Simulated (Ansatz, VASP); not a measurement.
**CaOsC4N4 in VASP and in Ansatz**

```
CELL_PARAMETERS angstrom
6.09220 0.00000 0.00000
0.00000 6.09220 0.00000
0.00000 0.00000 6.09220
ATOMIC_POSITIONS crystal
Ca 0.50000 0.50000 0.50000
Os 0.00000 0.00000 0.00000
C 0.17968 0.17968 0.17968
C 0.17968 0.82032 0.82032
C 0.82032 0.17968 0.82032
C 0.82032 0.82032 0.17968
N 0.29056 0.29056 0.29056
N 0.29056 0.70944 0.70944
N 0.70944 0.29056 0.70944
N 0.70944 0.70944 0.29056
```

Alike in both runs: task single point; functional PBE; k mesh 4 × 4 × 4; occupations gaussian, width 0.1 eV; collinear spin.

|  | VASP | Ansatz |
| --- | --- | --- |
| version | VASP 6.6.1 | Ansatz 0.2.0 |
| potentials or method | VASP PAW PBE potentials, release 64 (Ca_sv, Os, C, N), cutoff 520 eV | scalar-relativistic, plane waves, PAW |
| valence electrons in the cell | 54 | 62 |

VASP gave:

```
gap on the k mesh at the Fermi level (eV)                     : none
pressure (GPa)                                                : 7.2
rms of the force components (eV/Å)                            : 0.364
net moment per atom (μB)                                      : 0.20
size of the moment on the site where the two differ most (μB) : 0.81
```

Q: Estimate Ansatz's values.

A: gap on the k mesh at the Fermi level (eV): none; pressure (GPa): 6.5; rms of the force components (eV/Å): 0.229; net moment per atom (μB): 0.20; size of the moment on the site where the two differ most (μB): 0.35.

Site moments also hang on the region over which each program counts them. Atom by atom the forces differ by 0.135 eV/Å (rms over components). A gap of «none» marks a metal or a gap that the smearing closes. VASP's potentials hold 54 valence electrons a cell and Ansatz's 62, so a difference there can come from the potentials and not from the codes.

Neither program's run includes spin-orbit coupling. Noted on VASP's run: the standard files for N, O and F lose accuracy on very short bonds.
